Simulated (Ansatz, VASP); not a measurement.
ZnS in VASP and in Ansatz

The input INCAR:

```
ALGO = Normal ; EDIFF = 1E-7
EDIFFG = -0.02 ; ENCUT = 520
GGA = PE ; IBRION = 2
ISIF = 2 ; ISMEAR = -1
LASPH = True ; LCHARG = False
LREAL = False ; LWAVE = False
NELM = 100 ; NSW = 80
PREC = Accurate ; SIGMA = 0.02
```

File KPOINTS:

```
k-points
0
Gamma
  14 14 14
```

The input POSCAR:

```
ZnS
1.0
    0.0000000000      2.6519844928      2.6519844928
    2.6519844928      0.0000000000      2.6519844928
    2.6519844928      2.6519844928      0.0000000000
Zn S
1 1
Direct
    0.0000000000      0.0000000000      0.0000000000
    0.2500000000      0.2500000000      0.2500000000
```

Input for Ansatz:

```yaml
crystal:
  lattice:
    - [0.0, 2.6519844928, 2.6519844928]
    - [2.6519844928, 0.0, 2.6519844928]
    - [2.6519844928, 2.6519844928, 0.0]
  atoms:
    - { symbol: Zn, position: [0.0, 0.0, 0.0] }
    - { symbol: S, position: [0.25, 0.25, 0.25] }
kpoints:
  mp_grid: { grid: [14, 14, 14] }
scf:
  occupations: { method: fermi_dirac, width: 0.02 }
hamiltonian:
  xc: pbe
  pseudopotentials: { kind: paw }
output:
  forces: true
  stress: true
  populations: true
  efg:
    quadrupole_moments_barn: { Zn: 0.122, S: -0.0694 }
    contact_densities: true
relax:
  f_tol: 0.02
  max_steps: 60
```

Change from the starting cell: volume scaled by 0.94, ions relaxed.

Alike in both runs: task relaxation of the atoms; functional PBE; k mesh 14 × 14 × 14; occupations fermi-dirac, width 0.02 eV; no spin polarisation.

|  | VASP | Ansatz |
| --- | --- | --- |
| version | VASP 6.6.1 | Ansatz 0.2.0 |
| potentials or method | VASP PAW PBE potentials, release 64 (Zn, S) | plane-wave PAW, scalar-relativistic |
| plane-wave cutoff (eV) | 520 | 420 |
| valence electrons in the cell | 18 | 18 |

```tsv
	VASP	Ansatz	Ansatz less VASP
gap on the k mesh at the Fermi level, each at its own relaxed structure (eV)	2.36	2.36	-0.009
```

Ansatz's warnings: stress scf threshold loose.

Noted on VASP's run: the relaxation stopped at its first step, so nothing moved.
